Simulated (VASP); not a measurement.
**Lu12H (a cell with a defect): single point with PBE**

The system is Lu12H (a cell with a defect).

```
CELL_PARAMETERS angstrom
7.02000 0.00000 0.00000
-5.26500 9.11925 0.00000
0.00000 0.00000 5.56335
ATOMIC_POSITIONS crystal
Lu 0.99440 0.01098 0.96448
Lu 0.22752 0.22126 0.45129
Lu 0.98519 0.32589 0.00600
Lu 0.20104 0.55869 0.46713
Lu 0.91049 0.65186 0.00386
Lu 0.22977 0.87991 0.49150
Lu 0.48028 0.01524 0.01510
Lu 0.68198 0.19970 0.55152
Lu 0.47738 0.33129 0.99121
Lu 0.69993 0.57012 0.49693
Lu 0.47999 0.64240 0.99953
Lu 0.69663 0.93337 0.49019
H 0.01486 0.00851 0.45509
```

* Program: VASP 6.6.1
* Task: single point
* Functional: PBE
* Potentials or basis: VASP PAW PBE potentials, release 64 (Lu, H)
* Cutoff: 520 eV
* k mesh: 2 × 2 × 3
* Occupations: fermi-dirac, width 0.15 eV
* Spin: no spin polarisation

The pressure is 1.8 GPa. The largest force is 2.806 eV/Å. The band gap on the k mesh is zero (an odd number of electrons rules out a gap without spin polarisation).

Forces on the atoms (eV/Å):
```
Lu   0.236 -0.333  0.298
Lu  -0.941  0.551  0.940
Lu   0.169  0.052  0.153
Lu  -0.608 -0.456  0.778
Lu   2.651  0.887 -0.235
Lu  -2.191  0.045  0.288
Lu   0.516 -0.465  0.023
Lu  -0.648  1.823 -0.972
Lu   0.671  0.156 -0.723
Lu  -0.418 -0.561  0.247
Lu  -1.119  1.053 -0.549
Lu   0.976 -2.241 -0.277
H    0.707 -0.512  0.028
```

Stress tensor (GPa, compression positive):
```
 2.48  1.74 -0.48
 1.74  1.39 -0.23
-0.48 -0.23  1.55
```

Levels at points of the mesh, in eV from the Fermi level:
| k point | band 147 | band 148 | band 149 | band 150 | band 151 | band 152 | band 153 | band 154 |
| --- | --- | --- | --- | --- | --- | --- | --- | --- |
| (0.00, 0.00, 0.00) | -0.57 | -0.52 | -0.34 | -0.27 | -0.20 | -0.18 | 0.08 | 0.22 |
| (0.50, 0.00, 0.00) | -0.54 | -0.44 | -0.32 | -0.21 | 0.01 | 0.04 | 0.07 | 0.16 |
| (0.00, 0.50, 0.00) | -0.58 | -0.45 | -0.27 | -0.25 | -0.18 | -0.06 | 0.08 | 0.22 |
| (0.50, 0.50, 0.00) | -0.34 | -0.31 | -0.22 | -0.12 | -0.09 | -0.02 | 0.08 | 0.14 |

Run time: 19 min on 2 MPI ranks on Intel(R) Xeon(R) Platinum 8259CL CPU @ 2.50GHz (Skylake/Cascade Lake) (shared host), peak memory 0.64 GiB a rank.

Caveat: the k points lie up to 0.46 Å⁻¹ apart, too coarse for converged energies and pressures of a metal; the atoms stand as in a frame of molecular dynamics; spin-orbit coupling is left out, which moves the levels of the heavy elements.
